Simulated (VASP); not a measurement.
A run of VASP 6.6.1 is set up as follows.

The input INCAR:

```
PREC = Accurate
ENCUT = 500
EDIFF = 1E-6
ISMEAR = 0
SIGMA = 0.1
LREAL = False
LASPH = True
NELM = 200
ALGO = Normal
ISIF = 2
LWAVE = False
LCHARG = False
GGA = PE
NBANDS = 38
GGA_COMPAT = False
LMAXMIX = 6
```

File KPOINTS:

```
Automatic mesh
0
Gamma
  4 4 4
```

File POSCAR:

```
ErSbRh3
1.0
    5.2027030524      0.0000000000      0.0000000000
    0.0000000000      5.2027030524      0.0000000000
    0.0000000000      0.0000000000      4.9335984821
Er Sb Rh
1 1 3
Direct
    0.0000000000      0.0000000000      0.0000000000
    0.5000000000      0.5000000000      0.0000000000
    0.0000000000      0.5000000000      0.0000000000
    0.5000000000      0.0000000000      0.0000000000
    0.0000000000      0.0000000000      0.5000000000
```

Potentials or basis: VASP PAW PBE potentials, release 64 (Er_3, Sb, Rh_pv), 4f in core.

The run is started by

```bash
$ cat potpaw_PBE.64/Er_3/POTCAR potpaw_PBE.64/Sb/POTCAR potpaw_PBE.64/Rh_pv/POTCAR > POTCAR
$ mpirun -np 1 vasp_std > vasp.out
```

Question: Estimate the band gap on the k mesh.

Answer: Zero (an odd number of electrons rules out a gap without spin polarisation).

Question: Predict the pressure.

Answer: 0.7 GPa.

Stress tensor (GPa, compression positive):
```
0.49 0.00 0.00
0.00 0.49 0.00
0.00 0.00 1.12
```

Caveat: spin-orbit coupling is left out, which moves the levels of the heavy elements; the 4f electrons are frozen in the core, so they carry no moment and show no levels. Spin polarisation is off, so any magnetic state and its effect on volume and gap are missing.
